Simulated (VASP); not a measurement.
# C (Cmme) in VASP: relaxation of cell and atoms with PBE

Aim: the relaxation of cell and atoms of C with PBE.

All numbers are computed with VASP 6.6.1; they aren't measurements. Logs are shortened: lines on timing, memory, paths and dates and some standing lists are left out, and cuts for length are marked.

**1. The cell of the first run**

The structure is orthorhombic, space group Cmme (No. 67). The conventional cell has a = 2.467 Å, b = 4.272 Å, c = 8.707 Å, α = 90.00°, β = 90.00°, γ = 90.00°. C (site symmetry m) has 3 C at 1.42 Å within 1.9 Å.

**2. Relaxation of cell and atoms, PBE**

Input file INCAR:

```
ALGO = Normal
EDIFF = 1E-6
EDIFFG = -0.005
ENCUT = 600
GGA = PE
IBRION = 2
ISIF = 3
ISMEAR = 0
LASPH = True
LCHARG = False
LREAL = False
LWAVE = False
NELM = 100
NSW = 100
PREC = Accurate
SIGMA = 0.1
```

Input file KPOINTS:

```
k-points
0
Gamma
  21 21 6
```

Input file POSCAR:

```
C
1.0
    1.2332770928     -2.1360444485      0.0000000000
    1.2332770928      2.1360444485      0.0000000000
    0.0000000000      0.0000000000      8.7070207245
C
4
Direct
    0.0833329406      0.9166670594      0.7503043452
    0.5833329406      0.4166670594      0.2496956548
    0.9166670594      0.0833329406      0.2496956548
    0.4166670594      0.5833329406      0.7503043452
```

Potentials or basis: VASP PAW PBE potentials, release 64 (C).

Command:

```console
$ cat potpaw_PBE.64/C/POTCAR > POTCAR
$ mpirun -np 1 vasp_std > vasp.out
```

OUTCAR:

```text
EDIFF = 1E-6
   EDIFFG = -0.005
   ENCUT = 600
   GGA = PE
   IBRION = 2
   ISIF = 3
   ISMEAR = 0
   LASPH = True
   LREAL = False
   NELM = 100
   NSW = 100
   PREC = Accurate

 ion  position               nearest neighbor table
   1  0.083  0.917  0.750-   4 1.42   4 1.42   4 1.42
   2  0.583  0.417  0.250-   3 1.42   3 1.42   3 1.42
   3  0.917  0.083  0.250-   2 1.42   2 1.42   2 1.42
   4  0.417  0.583  0.750-   1 1.42   1 1.42   1 1.42

  LATTYP: Found a base centered orthorhombic cell.
 ALAT       =     2.4665541856
 B/A-ratio  =     1.7320069115
 C/A-ratio  =     3.5300342378

  Lattice vectors:

 A1 = (   1.2332770928,  -2.1360444485,   0.0000000000)
 A2 = (   1.2332770928,   2.1360444485,   0.0000000000)
 A3 = (   0.0000000000,   0.0000000000,   8.7070207245)

Analysis of symmetry for initial positions (statically):
=====================================================================
 Subroutine PRICEL returns:
 Original cell was already a primitive cell.

 Routine SETGRP: Setting up the symmetry group for a
 base centered orthorhombic supercell.

 Subroutine GETGRP returns: Found  8 space group operations
 (whereof  4 operations were pure point group operations)
 out of a pool of  8 trial point group operations.

The static configuration has the point symmetry C_2h.
 The point group associated with its full space group is D_2h.

Analysis of symmetry for dynamics (positions and initial velocities):
=====================================================================
 Subroutine PRICEL returns:
 Original cell was already a primitive cell.

 Routine SETGRP: Setting up the symmetry group for a
 base centered orthorhombic supercell.

 Subroutine GETGRP returns: Found  8 space group operations
 (whereof  4 operations were pure point group operations)
 out of a pool of  8 trial point group operations.

The dynamic configuration has the point symmetry C_2h.
 The point group associated with its full space group is D_2h.

 Subroutine INISYM returns: Found  8 space group operations
 (whereof  4 operations are pure point group operations),
 and found     1 'primitive' translations

----------------------------------------------------------------------------------------

                                     Primitive cell

[... 119 lines left out ...]
   GGA     = PE    functional components
   LHFCALC =     F    Hartree Fock is set to
   AEXX    =    0.0000 exact exchange contribution
   IVDW    =     0    specifies the selected vdW correction
   LEPSILON=     F    determine dielectric tensor
   LRPA    =     F    only Hartree local field effects (RPA)
 conjugate gradient relaxation of ions
 non-spin polarized calculation
 Gauss-broadening in eV      SIGMA  =   0.10
  energy-cutoff  :      600.00
  volume of cell :       45.87
 maximum number of plane-waves:      1569
   NGX =  9   NGY =  9   NGZ = 35

--------------------------------------- Ionic step        1  -------------------------------------------

 number of electron      15.9999999 magnetization

 Free energy of the ion-electron system (eV)
  ---------------------------------------------------
  ext. energy  EPLUGINS =         0.00000000
  ---------------------------------------------------
  free energy    TOTEN  =       -36.91523657 eV

  energy without entropy =      -36.91445744  energy(sigma->0) =      -36.91484700

------------------------ aborting loop because EDIFF is reached ----------------------------------------

  FORCE on cell =-STRESS in cart. coord.  units (eV):
  Direction    XX          YY          ZZ          XY          YZ          ZX
  --------------------------------------------------------------------------------------
  -------------------------------------------------------------------------------------
  Total        0.0379388      0.0383113     -0.0692654      0.0000000      0.0000000      0.0000000
  in kB        1.3250220      1.3380348     -2.4191160      0.0000000      0.0000000      0.0000000
  external PRESSURE =       0.0813136 kB  Pullay stress =       0.0000000 kB
[... 95 lines left out ...]
  FREE ENERGIE OF THE ION-ELECTRON SYSTEM (eV)
  ---------------------------------------------------
  free  energy   TOTEN  =       -36.9152724049 eV

  energy  without entropy=      -36.9144954413  energy(sigma->0) =      -36.91488392

[... ionic steps 4 to 26 ...]

--------------------------------------- Ionic step       27  -------------------------------------------

 number of electron      15.9999999 magnetization

------------------------ aborting loop because EDIFF is reached ----------------------------------------
[... 71 lines left out ...]
--------------------------------------- Ionic step       29  -------------------------------------------

 number of electron      16.0000000 magnetization

 Free energy of the ion-electron system (eV)
  ---------------------------------------------------
  ext. energy  EPLUGINS =         0.00000000
  ---------------------------------------------------
  free energy    TOTEN  =       -36.91906159 eV

  energy without entropy =      -36.91852309  energy(sigma->0) =      -36.91879234

 E-fermi :   3.2883     XC(G=0):  -9.1611

 val. band max:        3.2858334467   @ k =   0.3333   0.3333   0.5000
 cond. band min:       3.2888277532   @ k =   0.3333   0.3333   0.5000
 fundamental gap:      0.0029943065
 Fermi energy:         3.2883371459

 k-point     1 :       0.0000    0.0000    0.0000
  band No.  band energies     occupation
      1     -16.2573      2.00000
      2     -16.1874      2.00000
      3      -4.6834      2.00000
      4      -3.9315      2.00000
      5       0.2444      2.00000
      6       0.2495      2.00000
      7       0.2496      2.00000
      8       0.2516      2.00000
      9       6.5996      0.00000
     10      10.5937      0.00000
     11      11.5882      0.00000
     12      11.6084      0.00000
[... 331 lines left out ...]
 k-point    24 :      -0.3810    0.0476    0.0000
  band No.  band energies     occupation
      1     -13.2557      2.00000
      2     -13.2010      2.00000
      3      -6.9509      2.00000
      4      -6.9224      2.00000
      5      -2.8334      2.00000
      6      -2.8286      2.00000
      7      -1.1718      2.00000
      8      -0.5763      2.00000
      9       7.3929      0.00000
     10       7.6729      0.00000
     11      10.4792      0.00000
     12      11.1448      0.00000

 [... further k-points ...]
[... 5 lines left out ...]
  --------------------------------------------------------------------------------------
  -------------------------------------------------------------------------------------
  Total        0.0080072      0.0068848      0.0072877      0.0000000      0.0000000      0.0000000
  in kB        0.3059063      0.2630241      0.2784164      0.0000000      0.0000000      0.0000000
  external PRESSURE =       0.2824489 kB  Pullay stress =       0.0000000 kB
[... 19 lines left out ...]
  FREE ENERGIE OF THE ION-ELECTRON SYSTEM (eV)
  ---------------------------------------------------
  free  energy   TOTEN  =       -36.9190615854 eV

  energy  without entropy=      -36.9185230879  energy(sigma->0) =      -36.91879234

 reached required accuracy - stopping structural energy minimisation
```

Run time: 33 min. Hardware: 1 thread of Intel Xeon 6975P-C (Granite Rapids), shared host; peak memory 0.4 GiB.

Results:

| Property | Result |
| --- | --- |
| Free energy | -36.9191 eV |
| Relaxed volume | 10.48 Å³/atom |
| Relaxed cell | a = 2.466 Å, b = 2.466 Å, c = 7.960 Å, α = 90.00°, β = 90.00°, γ = 120.00° |
| Space group after relaxing (to 0.05 Å) | Fmmm (No. 69) |
| Energy gained by relaxing | 1.0 meV/atom |
| Ionic steps | 29 |
| Pressure after relaxing | 0.0 GPa |
| Largest force after relaxing | 0.004 eV/Å |
| Band gap on the k mesh | zero (filled and empty bands touch) |

Forces in eV/Å, atoms in the order of the input:
```
C    0.000 -0.004  0.000
C    0.000 -0.004  0.000
C    0.000  0.004  0.000
C    0.000  0.004  0.000
```

Step by step:
```csv
step,energy change (eV),largest force (eV/Å),pressure (GPa),volume (Å³)
1,0.0000,0.0004,0.01,45.87
2,0.0000,0.0014,-0.29,45.88
3,0.0000,0.0012,-0.25,45.88
4,-0.0001,0.0008,-0.24,45.86
5,-0.0001,0.0005,-0.25,45.80
6,-0.0003,0.0028,-0.31,45.69
7,-0.0006,0.0077,-0.38,45.47
8,-0.0012,0.0175,-0.62,45.02
9,-0.0020,0.0373,-1.02,44.13
10,-0.0017,0.0773,-1.84,42.34
11,-0.0022,0.0510,-1.32,43.52
12,-0.0023,0.0503,-1.29,43.50
13,-0.0024,0.0482,-1.24,43.45
14,-0.0025,0.0440,-1.22,43.36
15,-0.0028,0.0355,-1.09,43.17
16,-0.0033,0.0184,-0.85,42.79
17,-0.0037,0.0163,-0.36,42.03
18,-0.0038,0.0216,-0.30,41.92
19,-0.0037,0.0323,-0.10,41.69
20,-0.0038,0.0230,-0.36,41.88
21,-0.0037,0.0282,-0.19,41.77
22,-0.0037,0.0257,-0.25,41.83
23,-0.0038,0.0124,-0.19,41.85
24,-0.0038,0.0228,-0.03,41.90
25,-0.0038,0.0168,0.01,41.92
26,-0.0038,0.0152,0.04,41.92
27,-0.0038,0.0117,0.07,41.93
28,-0.0038,0.0025,0.05,41.93
29,-0.0038,0.0037,0.03,41.94
```

Final structure:
```cif
data_structure
_symmetry_space_group_name_H-M 'P 1'
_symmetry_Int_Tables_number 1
_cell_length_a 2.4665
_cell_length_b 2.4665
_cell_length_c 7.9599
_cell_angle_alpha 90.000
_cell_angle_beta 90.000
_cell_angle_gamma 119.997
_cell_volume 41.94
loop_
_atom_site_label
_atom_site_type_symbol
_atom_site_fract_x
_atom_site_fract_y
_atom_site_fract_z
_atom_site_occupancy
C1 C 0.08332 0.91668 0.75027 1
C2 C 0.58332 0.41668 0.24973 1
C3 C 0.91668 0.08332 0.24973 1
C4 C 0.41668 0.58332 0.75027 1
```

Caveat: this functional lacks dispersion, which binds the layers, so the pressure and a relaxed spacing across them are unreliable.
